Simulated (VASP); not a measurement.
Here is a VASP 6.6.1 calculation.

Contents of INCAR:

```
  PREC = Accurate
  ENCUT = 560
  EDIFF = 1E-6
  ISMEAR = 0
  SIGMA = 0.05
  LREAL = F
  LASPH = T
  NELM = 120
  ALGO = Normal
  ISIF = 2
  LWAVE = F
  LCHARG = F
  GGA = PS
  NBANDS = 37
  GGA_COMPAT = F
```

The input KPOINTS:

```
Automatic mesh
0
Gamma
  8 8 8
```

The input POSCAR:

```
BaRu3
1.0
    4.0689333394      0.0000000000      0.0000000000
    0.0000000000      4.0689333394      0.0000000000
    0.0000000000      0.0000000000      4.0689333394
Ba Ru
1 3
Direct
    0.0000000000      0.0000000000      0.0000000000
    0.0000000000      0.5000000000      0.5000000000
    0.5000000000      0.5000000000      0.0000000000
    0.5000000000      0.0000000000      0.5000000000
```

Potentials or basis: VASP PAW PBE potentials, release 64 (Ba_sv, Ru_sv).

Command:

```bash
$ cat potpaw_PBE.64/Ba_sv/POTCAR potpaw_PBE.64/Ru_sv/POTCAR > POTCAR
$ mpirun -np 1 vasp_std > vasp.out
```

**Question.** What does it give for the band gap on the k mesh?

**Answer.** Zero (bands 29 and 30 overlap by 1.61 eV).

**Question.** What does it give for the pressure?

**Answer.** 5.5 GPa.

Caveat: the cell stands under pressure; the PAW data sets were made with another functional, which shifts forces and pressure a little; spin-orbit coupling is left out, which moves the levels of the heavy elements.
